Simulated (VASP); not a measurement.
**CdS: single point with PBE+D4**

The system is CdS.

```
Cd S
1.0
     4.26117    0.00000    0.00000
    -2.13058    3.69028    0.00000
     0.00000    0.00000    5.86221
Cd S
1 1
Direct
  0.00000 0.00000 0.44269
  0.66667 0.33333 0.44809
```

This cell differs from its parent crystal: cell strained by +1.0% along z.

```yaml
Program: VASP 6.6.1
Task: single point
Functional: PBE
Dispersion: D4
Potentials_or_basis: VASP PAW PBE potentials, release 64 (Cd, S)
Cutoff: 720 eV
k_mesh: 12 × 12 × 8
Occupations: gaussian, width 0.03 eV
Spin: no spin polarisation
```

- Pressure: -0.6 GPa
- Band gap on the k mesh: 1.48 eV
- Dispersion energy per atom: -0.161 eV

Stress tensor (GPa, compression positive):
```
-0.75  0.00  0.00
 0.00 -0.75  0.00
 0.00  0.00 -0.33
```

Levels at points of the mesh, in eV from the valence-band top:
| k point | band 7 | band 8 | band 9 | band 10 | band 11 | band 12 |
| --- | --- | --- | --- | --- | --- | --- |
| (0.00, 0.00, 0.00) | -1.05 | 0.00 | 0.00 | 1.48 | 5.55 | 6.93 |
| (0.50, 0.00, 0.00) | -3.57 | -1.30 | -0.16 | 3.71 | 5.13 | 6.77 |
| (0.00, 0.00, 0.50) | -1.26 | 0.00 | 0.00 | 1.75 | 5.03 | 6.98 |
| (0.50, 0.00, 0.50) | -3.55 | -1.29 | -0.27 | 3.86 | 4.27 | 7.75 |

Wall time 4.6 min on 1 thread of Intel(R) Xeon(R) 6975P-C (Granite Rapids), with other jobs on the host, peak memory 0.61 GiB.

Caveat: the cell differs from its parent crystal (cell strained by +1.0% along z). A k mesh can miss the band edges.
